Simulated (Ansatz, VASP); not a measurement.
Ge2Sb2Te in VASP and in Ansatz

```
CELL_PARAMETERS angstrom
2.62051 1.51295 6.25543
-2.62051 1.51295 6.25543
0.00000 -3.02591 6.25543
ATOMIC_POSITIONS crystal
Ge 0.04980 0.04980 0.04980
Ge 0.90953 0.90953 0.90953
Sb 0.74934 0.74934 0.74934
Sb 0.41358 0.41358 0.41358
Te 0.57387 0.57387 0.57387
```

Alike in both runs: functional PBE; k mesh 4 × 4 × 4; occupations gaussian, width 0.2 eV; no spin polarisation.

Ansatz relaxed the structure, and its values are those at the end. VASP's run is a single point on that final structure, the one shown.

|  | VASP | Ansatz |
| --- | --- | --- |
| version | VASP 6.6.1 | Ansatz 0.2.0 |
| potentials or method | VASP PAW PBE potentials, release 64 (Ge_d, Sb, Te), cutoff 500 eV | scalar-relativistic, plane waves, PAW |
| valence electrons in the cell | 44 | 74 |

```tsv
	VASP	Ansatz	Ansatz less VASP
gap on the k mesh at the Fermi level (eV)	none	none	-
pressure (GPa)	0.2	0.3	+0.02
rms of the force components (eV/Å)	0.007	0.007	-0.0004
```

A gap of «none» marks a metal or a gap that the smearing closes. With one functional, cell and mesh, what is left measures potentials, basis and numerics. VASP's potentials hold 44 valence electrons a cell and Ansatz's 74, so a difference there can come from the potentials and not from the codes.

Spin-orbit coupling is off throughout.
